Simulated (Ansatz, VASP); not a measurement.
# CdTe in VASP and in Ansatz

The input INCAR:

```
ALGO = Normal
EDIFF = 1E-7
EDIFFG = -0.02
ENCUT = 600
GGA = PE
IBRION = 2
ISIF = 3
ISMEAR = 0
LASPH = True
LCHARG = False
LREAL = False
LWAVE = False
NELM = 60
NSW = 50
PREC = Accurate
SIGMA = 0.01
```

The input KPOINTS:

```
k-points
0
Gamma
  6 6 6
```

The input POSCAR:

```
CdTe
1.0
    4.5325540000      0.0000000000      0.0000000000
    2.2662770000      3.9253069080      0.0000000000
    2.2662770000      1.3084356360      3.7008148439
Cd Te
1 1
Direct
    0.0000000000      0.0000000000      0.0000000000
    0.2500000000      0.2500000000      0.2500000000
```

Input for Ansatz:

```yaml
crystal:
  lattice:
    - [4.532554, 0.0, 0.0]
    - [2.2662770000000005, 3.9253069080247727, 0.0]
    - [2.2662770000000005, 1.3084356360082576, 3.700814843870288]
  atoms:
    - { symbol: Cd, position: [0.0, 0.0, 0.0] }
    - { symbol: Te, position: [0.25000000000000006, 0.24999999999999994, 0.25] }
basis:
  ecutwfc: 470.0
kpoints:
  mp_grid:
    grid: [6, 6, 6]
hamiltonian:
  xc: pbe
  dispersion: none
scf:
  occupations:
    method: fixed
relax:
  f_tol: 0.02
  max_steps: 30
  cell: {}
```

Alike in both runs: task relaxation of cell and atoms; functional PBE; k mesh 6 × 6 × 6; no spin polarisation.

```csv
,VASP,Ansatz
version,VASP 6.6.1,Ansatz 0.2.0
potentials or method,"VASP PAW PBE potentials, release 64 (Cd, Te), cutoff 600 eV","plane waves, PAW"
occupations,"gaussian, width 0.01 eV",fixed
valence electrons in the cell,18,36
```

|  | VASP | Ansatz | Ansatz less VASP |
| --- | --- | --- | --- |
| relaxed volume (Å³/atom) | 36.32 | 36.20 | -0.111 |
| relaxed cell length with the largest relative difference (Å) | 4.683 | 4.678 | -0.0048 |

VASP's potentials hold 18 valence electrons a cell and Ansatz's 36, so a difference there can come from the potentials and not from the codes.

Neither program's run includes spin-orbit coupling.
